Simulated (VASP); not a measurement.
# TaAl2ZnN4 (P4/mmm) in VASP: notebook

The runs below take TaAl2ZnN4 through relaxation of cell and atoms, single point, with PBE.

Program: VASP 6.6.1. These are calculated values, not measurements. Logs are shortened: lines on timing, memory, paths and dates and some standing lists are left out, and cuts for length are marked.

**1. The cell of the first run**

Symmetry: P4/mmm, No. 123, tetragonal system. Conventional cell: a = 3.744 Å, b = 3.744 Å, c = 6.061 Å, α = 90.00°, β = 90.00°, γ = 90.00°. Ta (site symmetry 4/mmm) has 8 N at 2.28 Å and 2 Zn at 3.03 Å and 8 Al at 3.11 Å within 3.2 Å. Al (site symmetry 4mm) has 4 N at 1.90 Å within 2.5 Å. Within 3.4 Å of Zn (site symmetry 4/mmm) lie 8 N at 2.55 Å and 8 Al at 3.00 Å and 2 Ta at 3.03 Å. Within 2.7 Å of N (site symmetry 2mm) lie 2 Al at 1.90 Å and 2 Ta at 2.28 Å and 2 Zn at 2.55 Å and 5 N at 2.61 to 2.65 Å.

**2. Relaxation of cell and atoms, PBE**

File INCAR:

```
SYSTEM = TaAl2ZnN4
  ALGO = Normal
  EDIFF = 1E-6
  EDIFFG = -0.01
  ENCUT = 600
  GGA = PE
  IBRION = 2
  ISIF = 3
  ISMEAR = 0
  LASPH = .TRUE.
  LCHARG = .FALSE.
  LREAL = .FALSE.
  LWAVE = .FALSE.
  NELM = 100
  NSW = 100
  PREC = Accurate
  SIGMA = 0.1
```

File KPOINTS:

```
k-points
0
G
  10 10 6
  0 0 0
```

File POSCAR:

```
TaAl2ZnN4
1.0
    3.7442041783      0.0000000000      0.0000000000
    0.0000000000      3.7442041783      0.0000000000
    0.0000000000      0.0000000000      6.0613903471
Ta Al Zn N
1 2 1 4
Direct
    0.5000000000      0.5000000000      0.0000000000
    0.0000000000      0.0000000000      0.7322429588
    0.0000000000      0.0000000000      0.2677570412
    0.5000000000      0.5000000000      0.5000000000
    0.5000000000      0.0000000000      0.7846060467
    0.0000000000      0.5000000000      0.7846060467
    0.5000000000      0.0000000000      0.2153939533
    0.0000000000      0.5000000000      0.2153939533
```

Potentials or basis: VASP PAW PBE potentials, release 64 (Ta_pv, Al, Zn, N).

Run with:

```console
cat potpaw_PBE.64/Ta_pv/POTCAR potpaw_PBE.64/Al/POTCAR potpaw_PBE.64/Zn/POTCAR potpaw_PBE.64/N/POTCAR > POTCAR
mpirun -np 1 vasp_std > vasp.out
```

OUTCAR:

```text
SYSTEM = TaAl2ZnN4
   EDIFF = 1E-6
   EDIFFG = -0.01
   ENCUT = 600
   GGA = PE
   IBRION = 2
   ISIF = 3
   ISMEAR = 0
   LASPH = .TRUE.
   LREAL = .FALSE.
   NELM = 100
   NSW = 100
   PREC = Accurate

 ion  position               nearest neighbor table
   1  0.500  0.500  0.000-   5 2.28   6 2.28   7 2.28   8 2.28   5 2.28   7 2.28   6 2.28   8 2.28
                             4 3.03   4 3.03   2 3.11   3 3.11   2 3.11   3 3.11   2 3.11   3 3.11
   2  0.000  0.000  0.732-   5 1.90   6 1.90   6 1.90   5 1.90   3 2.82   4 3.00   4 3.00   4 3.00
                             4 3.00   1 3.11   1 3.11   1 3.11   1 3.11   3 3.25
   3  0.000  0.000  0.268-   7 1.90   8 1.90   8 1.90   7 1.90   2 2.82   4 3.00   4 3.00   4 3.00
                             4 3.00   1 3.11   1 3.11   1 3.11   1 3.11   2 3.25
   4  0.500  0.500  0.500-   2 3.00   3 3.00   2 3.00   3 3.00   2 3.00   3 3.00   2 3.00   3 3.00
                             1 3.03   1 3.03
   5  0.500  0.000  0.785-   2 1.90   2 1.90   1 2.28   1 2.28
   6  0.000  0.500  0.785-   2 1.90   2 1.90   1 2.28   1 2.28
   7  0.500  0.000  0.215-   3 1.90   3 1.90   1 2.28   1 2.28
   8  0.000  0.500  0.215-   3 1.90   3 1.90   1 2.28   1 2.28

  LATTYP: Found a simple tetragonal cell.
 ALAT       =     3.7442041783
 C/A-ratio  =     1.6188728121

  Lattice vectors:

 A1 = (   3.7442041783,   0.0000000000,   0.0000000000)
 A2 = (   0.0000000000,   3.7442041783,   0.0000000000)
 A3 = (   0.0000000000,   0.0000000000,   6.0613903471)

Analysis of symmetry for initial positions (statically):
=====================================================================
 Subroutine PRICEL returns:
 Original cell was already a primitive cell.

 Routine SETGRP: Setting up the symmetry group for a
 simple tetragonal supercell.

 Subroutine GETGRP returns: Found 16 space group operations
 (whereof 16 operations were pure point group operations)
 out of a pool of 16 trial point group operations.

The static configuration has the point symmetry D_4h.

Analysis of symmetry for dynamics (positions and initial velocities):
=====================================================================
 Subroutine PRICEL returns:
 Original cell was already a primitive cell.

 Routine SETGRP: Setting up the symmetry group for a
 simple tetragonal supercell.

 Subroutine GETGRP returns: Found 16 space group operations
 (whereof 16 operations were pure point group operations)
 out of a pool of 16 trial point group operations.

The dynamic configuration has the point symmetry D_4h.

 Subroutine INISYM returns: Found 16 space group operations
 (whereof 16 operations are pure point group operations),
 and found     1 'primitive' translations

----------------------------------------------------------------------------------------

                                     Primitive cell

  volume of cell :      84.9750

  direct lattice vectors                    reciprocal lattice vectors
     3.744204178  0.000000000  0.000000000     0.267079452  0.000000000  0.000000000
     0.000000000  3.744204178  0.000000000     0.000000000  0.267079452  0.000000000
     0.000000000  0.000000000  6.061390347     0.000000000  0.000000000  0.164978651

  length of vectors
     3.744204178  3.744204178  6.061390347     0.267079452  0.267079452  0.164978651

  position of ions in fractional coordinates (direct lattice)
     0.500000000  0.500000000  0.000000000
     0.000000000  0.000000000  0.732242959
     0.000000000  0.000000000  0.267757041
     0.500000000  0.500000000  0.500000000
     0.500000000  0.000000000  0.784606047
     0.000000000  0.500000000  0.784606047
     0.500000000  0.000000000  0.215393953
     0.000000000  0.500000000  0.215393953

  ion indices of the primitive-cell ions
   primitive index   ion index
                 1           1
                 2           2
                 3           3
                 4           4
                 5           5
                 6           6
                 7           7
                 8           8

----------------------------------------------------------------------------------------

 KPOINTS: k-points

Automatic generation of k-mesh.
 Grid dimensions read from file:
 generate k-points for:   10   10    6

 Generating k-lattice:

  Cartesian coordinates                     Fractional coordinates (reciprocal lattice)
     0.026707945  0.000000000  0.000000000     0.100000000  0.000000000  0.000000000
     0.000000000  0.026707945  0.000000000     0.000000000  0.100000000  0.000000000
     0.000000000  0.000000000  0.027496442     0.000000000  0.000000000  0.166666667

  Length of vectors
     0.026707945  0.026707945  0.027496442

  Shift w.r.t. Gamma in fractional coordinates (k-lattice)
     0.000000000  0.000000000  0.000000000

 Subroutine IBZKPT returns following result:
 ===========================================

 Found     84 irreducible k-points:

 Following reciprocal coordinates:
            Coordinates               Weight
  0.000000  0.000000  0.000000      1.000000
  0.100000  0.000000  0.000000      4.000000
  0.200000  0.000000  0.000000      4.000000
  0.300000  0.000000  0.000000      4.000000
  0.400000  0.000000  0.000000      4.000000
  0.500000  0.000000  0.000000      2.000000
[... 16 lines left out ...]
  0.100000  0.000000  0.166667      8.000000
  0.200000  0.000000  0.166667      8.000000
 [... further k-points ...]
   k-points           NKPTS =     84   k-points in BZ     NKDIM =     84   number of bands    NBANDS=     29
   number of dos      NEDOS =    301   number of ions     NIONS =      8
   total plane-waves  NPLWV =  43200
   dimension x,y,z NGX =    30 NGY =   30 NGZ =   48
   dimension x,y,z NGXF=    60 NGYF=   60 NGZF=   96
   ions per type =               1   2   1   4
   NGX,Y,Z   is equivalent  to a cutoff of  13.32, 13.32, 13.16 a.u.
   NGXF,Y,Z  is equivalent  to a cutoff of  26.64, 26.64, 26.33 a.u.
 SYSTEM =  TaAl2ZnN4
   PREC   = accura    normal or accurate (medium, high low for compatibility)
   ISTART =      0    job   : 0-new  1-cont  2-samecut
   ICHARG =      2    charge: 1-file 2-atom 10-const
   ISPIN  =      1    spin polarized calculation?
   LNONCOLLINEAR =      F non collinear calculations
   LSORBIT =      F    spin-orbit coupling
   LASPH  =      T    aspherical Exc in radial PAW
   ENCUT  =  600.0 eV  44.10 Ry    6.64 a.u.   7.48  7.48 12.11*2*pi/ulx,y,z
   NELM   =    100;   NELMIN=  2; NELMDL= -5     # of ELM steps
   EDIFF  = 0.1E-05   stopping-criterion for ELM
   LREAL  =      F    real-space projection
   EDIFFG = -.1E-01   stopping-criterion for IOM
   NSW    =    100    number of steps for IOM
   IBRION =      2    ionic relax: 0-MD 1-quasi-New 2-CG
   NFREE  =      1    steps in history (QN), initial steepest desc. (CG)
   ISIF   =      3    stress and relaxation
   ISYM   =      2    0-nonsym 1-usesym 2-fastsym
   POTIM  = 0.5000    time-step for ionic-motion
   TEBEG  =    0.0;   TEEND  =   0.0 temperature during run
   PSTRESS=    0.0 pullay stress
   NELECT =      49.0000    total number of electrons
   NUPDOWN=      -1.0000    fix difference up-down
   EMIN   =  10.00;   EMAX   =-10.00  energy-range for DOS
   EFERMI =   0.00;   METHOD = LEGACY
   ISMEAR =     0;   SIGMA  =   0.10  broadening in eV -4-tet -1-fermi 0-gaus
   EFERMI_NEDOS =   21; number of points for ismear=-14 and -15
   IALGO  =     38    algorithm
   IMIX   =      4    mixing-type and parameters
     AMIX     =   0.40;   BMIX     =  1.00
     AMIX_MAG =   1.60;   BMIX_MAG =  1.00
  volume/ion in A,a.u.               =      10.62        71.68
  Fermi-wavevector in a.u.,A,eV,Ry     =   1.362625  2.574988 25.262583  1.856748
  Thomas-Fermi vector in A             =   2.489099
   LORBIT       =      0    0 simple, 1 ext, 2 COOP (PROOUT), +10 PAW based schemes
   GGA     = PE    functional components
   LHFCALC =     F    Hartree Fock is set to
   AEXX    =    0.0000 exact exchange contribution
   IVDW    =     0    specifies the selected vdW correction
   LEPSILON=     F    determine dielectric tensor
   LRPA    =     F    only Hartree local field effects (RPA)
 conjugate gradient relaxation of ions
 non-spin polarized calculation
 Gauss-broadening in eV      SIGMA  =   0.10
  energy-cutoff  :      600.00
  volume of cell :       84.98
 maximum number of plane-waves:      2868
 NGX is ok and might be reduce to    30
   NGX = 15   NGY = 15   NGZ = 25

--------------------------------------- Ionic step        1  -------------------------------------------

 number of electron      49.0000026 magnetization

 Free energy of the ion-electron system (eV)
  ---------------------------------------------------
  ext. energy  EPLUGINS =         0.00000000
  ---------------------------------------------------
  free energy    TOTEN  =       -55.55977480 eV

  energy without entropy =      -55.55476510  energy(sigma->0) =      -55.55726995

------------------------ aborting loop because EDIFF is reached ----------------------------------------

  FORCE on cell =-STRESS in cart. coord.  units (eV):
  Direction    XX          YY          ZZ          XY          YZ          ZX
  --------------------------------------------------------------------------------------
  -------------------------------------------------------------------------------------
  Total        0.0308460      0.0308460      0.0752947      0.0000000     -0.0000000      0.0000000
  in kB        0.5815914      0.5815914      1.4196578      0.0000000     -0.0000000      0.0000000
  external PRESSURE =       0.8609469 kB  Pullay stress =       0.0000000 kB
[... 153 lines left out ...]
  energy  without entropy=      -55.5563211286  energy(sigma->0) =      -55.55877121

--------------------------------------- Ionic step        5  -------------------------------------------

 number of electron      49.0000026 magnetization

 Free energy of the ion-electron system (eV)
  ---------------------------------------------------
  ext. energy  EPLUGINS =         0.00000000
  ---------------------------------------------------
  free energy    TOTEN  =       -55.56126586 eV

  energy without entropy =      -55.55635064  energy(sigma->0) =      -55.55880825

 E-fermi :   7.1926     XC(G=0): -11.8913

 val. band max:        7.1815052776   @ k =   0.0000   0.0000   0.3333
 cond. band min:       7.2003603156   @ k =   0.5000   0.4000   0.5000
 fundamental gap:      0.0188550381
 Fermi energy:         7.1925714153

 k-point     1 :       0.0000    0.0000    0.0000
  band No.  band energies     occupation
      1     -28.7946      2.00000
      2     -28.7155      2.00000
      3     -28.7155      2.00000
      4      -9.9185      2.00000
      5      -8.3298      2.00000
      6      -6.6316      2.00000
[... 757 lines left out ...]
     28       9.2453      0.00000
     29      10.5318      0.00000

 [... further k-points ...]
[... 5 lines left out ...]
  --------------------------------------------------------------------------------------
  -------------------------------------------------------------------------------------
  Total        0.0295002      0.0295002     -0.0187893      0.0000000      0.0000000     -0.0000000
  in kB        0.5556012      0.5556012     -0.3538740      0.0000000      0.0000000     -0.0000000
  external PRESSURE =       0.2524428 kB  Pullay stress =       0.0000000 kB
[... 23 lines left out ...]
  FREE ENERGIE OF THE ION-ELECTRON SYSTEM (eV)
  ---------------------------------------------------
  free  energy   TOTEN  =       -55.5612658605 eV

  energy  without entropy=      -55.5563506372  energy(sigma->0) =      -55.55880825

 reached required accuracy - stopping structural energy minimisation
```

Wall time 5.6 min (1 thread of AMD EPYC 9R45 (Zen 5), shared host); peak memory 0.38 GiB.

What came out:

```yaml
Free_energy: -55.5613 eV
Relaxed_volume: 10.63 Å³/atom
Relaxed_cell: a = 3.745 Å, b = 3.745 Å, c = 6.065 Å, α = 90.00°, β = 90.00°, γ = 90.00°
Space_group_after_relaxing_to_0.1_Å: P4/mmm (No. 123)
Energy_gained_by_relaxing: 0.2 meV/atom
Ionic_steps: 5
Pressure_after_relaxing: 0.0 GPa
Band_gap_on_the_k_mesh: zero (an odd number of electrons rules out a gap without spin polarisation)
```

Stress tensor (GPa, compression positive):
```
 0.06  0.00  0.00
 0.00  0.06  0.00
 0.00  0.00 -0.04
```

The path:
```csv
step,energy change (eV),largest force (eV/Å),pressure (GPa),volume (Å³)
1,0.0000,0.1093,0.09,84.98
2,-0.0010,0.0660,0.00,85.05
3,-0.0014,0.0103,-0.14,85.14
4,-0.0014,0.0072,0.21,85.00
5,-0.0015,0.0018,0.03,85.07
```

Final structure:
```xyz
8
Lattice="3.7451 0.0000 0.0000 0.0000 3.7451 0.0000 0.0000 0.0000 6.0652" Properties=species:S:1:pos:R:3 pbc="T T T"
Ta    1.8726    1.8726    0.0000
Al    0.0000    0.0000    4.4541
Al    3.7451    0.0000    1.6111
Zn    1.8726    1.8726    3.0326
N     1.8726    0.0000    4.7574
N     0.0000    1.8726    4.7574
N     1.8726    0.0000    1.3078
N     0.0000    1.8726    1.3078
```

Caveat: spin-orbit coupling is left out, which moves the levels of the heavy elements.

**3. Single point, PBE**

File INCAR:

```
ALGO = Normal ; EDIFF = 1E-6
ENCUT = 520 ; GGA = PE
ISIF = 2 ; ISMEAR = 0
LASPH = True ; LCHARG = False
LREAL = False ; LWAVE = False
NBANDS = 34 ; NELM = 100
PREC = Accurate ; SIGMA = 0.1
```

File KPOINTS:

```
k-points
0
Gamma
  4 4 4
```

POSCAR is that of step 2.

Potentials or basis: VASP PAW PBE potentials, release 64 (Ta_pv, Al, Zn, N).

Run with:

```console
cat potpaw_PBE.64/Ta_pv/POTCAR potpaw_PBE.64/Al/POTCAR potpaw_PBE.64/Zn/POTCAR potpaw_PBE.64/N/POTCAR > POTCAR
mpirun -np 1 vasp_std > vasp.out
```

OUTCAR:

```text
EDIFF = 1E-6
   ENCUT = 520
   GGA = PE
   ISIF = 2
   ISMEAR = 0
   LASPH = True
   LREAL = False
   NELM = 100
   PREC = Accurate

 ion  position               nearest neighbor table
   1  0.500  0.500  0.000-   5 2.28   6 2.28   7 2.28   8 2.28   5 2.28   7 2.28   6 2.28   8 2.28
                             4 3.03   4 3.03   2 3.11   3 3.11   2 3.11   3 3.11   2 3.11   3 3.11
   2  0.000  0.000  0.732-   5 1.90   6 1.90   6 1.90   5 1.90   3 2.82   4 3.00   4 3.00   4 3.00
                             4 3.00   1 3.11   1 3.11   1 3.11   1 3.11   3 3.25
[... 879 lines left out ...]
  in kB        1.9156871      1.9156871      3.3716699      0.0000000      0.0000000      0.0000000
  external PRESSURE =       2.4010147 kB  Pullay stress =       0.0000000 kB

 VOLUME and BASIS-vectors are now :
 -----------------------------------------------------------------------------
  energy-cutoff  :      520.00
  volume of cell :       84.98
      direct lattice vectors                 reciprocal lattice vectors
     3.744204178  0.000000000  0.000000000     0.267079452  0.000000000  0.000000000
     0.000000000  3.744204178  0.000000000     0.000000000  0.267079452  0.000000000
     0.000000000  0.000000000  6.061390347     0.000000000  0.000000000  0.164978651

 POSITION                                       TOTAL-FORCE (eV/Angst)
 -----------------------------------------------------------------------------------
      1.87210      1.87210      0.00000        -0.000000      0.000000      0.000000
      0.00000      0.00000      4.43841         0.000000     -0.000000      0.003181
      0.00000      0.00000      1.62298         0.000000     -0.000000     -0.003181
      1.87210      1.87210      3.03070        -0.000000      0.000000      0.000000
      1.87210      0.00000      4.75580        -0.000000      0.000000     -0.014723
      0.00000      1.87210      4.75580        -0.000000      0.000000     -0.014723
      1.87210      0.00000      1.30559        -0.000000     -0.000000      0.014723
      0.00000      1.87210      1.30559         0.000000      0.000000      0.014723
 -----------------------------------------------------------------------------------
    total drift:                                0.000000      0.000000      0.000000

  FREE ENERGIE OF THE ION-ELECTRON SYSTEM (eV)
  ---------------------------------------------------
  free  energy   TOTEN  =       -55.5677279167 eV

  energy  without entropy=      -55.5618059424  energy(sigma->0) =      -55.56476693
```

stdout:

```text
POSCAR found type information on POSCAR TaAlZnN
 POSCAR found :  4 types and       8 ions
 scaLAPACK will be used
 LDA part: xc-table for (Slater+PW92), standard interpolation
 POSCAR, INCAR and KPOINTS ok, starting setup
 FFT: planning ... GRIDC
 FFT: planning ... GRID_SOFT
 FFT: planning ... GRID
 WAVECAR not read
 entering main loop
```

It took 27 s on 1 thread of Intel Xeon Platinum 8488C (Sapphire Rapids), shared host; peak memory 0.21 GiB.

What came out:

```yaml
Free_energy: -55.5677 eV
Pressure: 0.2 GPa
Largest_force: 0.015 eV/Å
Band_gap_on_the_k_mesh: zero (an odd number of electrons rules out a gap without spin polarisation)
```

Forces on the atoms (eV/Å):
```
Ta   0.000  0.000  0.000
Al   0.000  0.000  0.003
Al   0.000  0.000 -0.003
Zn   0.000  0.000  0.000
N    0.000  0.000 -0.015
N    0.000  0.000 -0.015
N    0.000  0.000  0.015
N    0.000  0.000  0.015
```

Stress tensor (GPa, compression positive):
```
0.19 0.00 0.00
0.00 0.19 0.00
0.00 0.00 0.34
```

Levels at points of the mesh, in eV from the Fermi level:
| k point | band 21 | band 22 | band 23 | band 24 | band 25 | band 26 | band 27 | band 28 |
| --- | --- | --- | --- | --- | --- | --- | --- | --- |
| (0.00, 0.00, 0.00) | -1.86 | -1.52 | -1.15 | -1.15 | -0.27 | 0.39 | 0.57 | 3.05 |
| (0.50, 0.00, 0.00) | -3.24 | -3.03 | -2.18 | -1.16 | 0.00 | 0.63 | 0.99 | 1.38 |
| (0.50, 0.50, 0.00) | -1.99 | -1.99 | -1.43 | -1.10 | -0.28 | 0.17 | 1.96 | 2.58 |
| (0.00, 0.00, 0.50) | -1.98 | -0.91 | -0.91 | -0.80 | 0.27 | 0.40 | 1.52 | 2.45 |
| (0.50, 0.00, 0.50) | -3.99 | -3.65 | -2.64 | -1.93 | 0.55 | 1.33 | 1.57 | 2.65 |
| (0.50, 0.50, 0.50) | -2.31 | -1.38 | -1.15 | -0.15 | 0.19 | 0.19 | 0.72 | 1.42 |

Caveat: the k points lie up to 0.42 Å⁻¹ apart, too coarse for converged energies and pressures of a metal; spin-orbit coupling is left out, which moves the levels of the heavy elements.
